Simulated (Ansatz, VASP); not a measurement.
**MgO in VASP and in Ansatz**

INCAR

```
PREC = Accurate
ENCUT = 750
EDIFF = 1E-6
ISMEAR = 0
SIGMA = 0.01
LREAL = F
LASPH = T
NELM = 120
ALGO = Normal
ISIF = 2
LWAVE = F
LCHARG = T
LELF = T
LVHAR = T
NBANDS = 15
GGA_COMPAT = F
```

File KPOINTS:

```
regular mesh
0
Gamma
  12 12 8
```

POSCAR

```
MgO
1.0
    2.9380209000      0.0000000000      0.0000000000
   -1.4690104500      2.5444007400      0.0000000000
    0.0000000000      0.0000000000      2.6796800000
Mg O
1 1
Direct
    0.0000000000      0.0000000000      0.0000000000
    0.3333333333      0.6666666667      0.5000000000
```

Input for Ansatz:

```yaml
crystal:
  lattice:
    - [2.9380209, 0.0, 0.0]
    - [-1.46901045, 2.54440074, 0.0]
    - [0.0, 0.0, 2.67968]
  atoms:
    - { symbol: Mg, position: [0.0, 0.0, 0.0] }
    - { symbol: O, position: [0.3333333333333333, 0.6666666666666666, 0.5] }
kpoints:
  mp_grid:
    grid: [12, 12, 8]
    shift: [0.0, 0.0, 0.0]
hamiltonian:
  xc: lda
scf:
  occupations:
    method: fixed
output:
  stress: true
  eigenvalues: true
```

Alike in both runs: task single point; functional LDA; k mesh 12 × 12 × 8; no spin polarisation.

|  | VASP | Ansatz |
| --- | --- | --- |
| version | VASP 6.6.1 | Ansatz 0.2.0 |
| potentials or method | VASP PAW LDA potentials, release 64 (Mg_sv, O) | plane waves, PAW |
| plane-wave cutoff (eV) | 750 | 420 |
| occupations | gaussian, width 0.01 eV | fixed |
| valence electrons in the cell | 16 | 16 |

VASP gave:

| Property | Result |
| --- | --- |
| gap on the k mesh at the Fermi level (eV) | 2.96 |
| pressure (GPa) | -9.5 |
| traceless stress, the component that is largest in VASP (GPa) | -0.75 |

Question: Estimate Ansatz's values.

Answer: gap on the k mesh at the Fermi level (eV): 2.95; pressure (GPa): -9.4; traceless stress, the component that is largest in VASP (GPa): -0.84.

LDA's correlation is that of Perdew and Zunger in VASP and of Perdew and Wang (1992) in Ansatz.
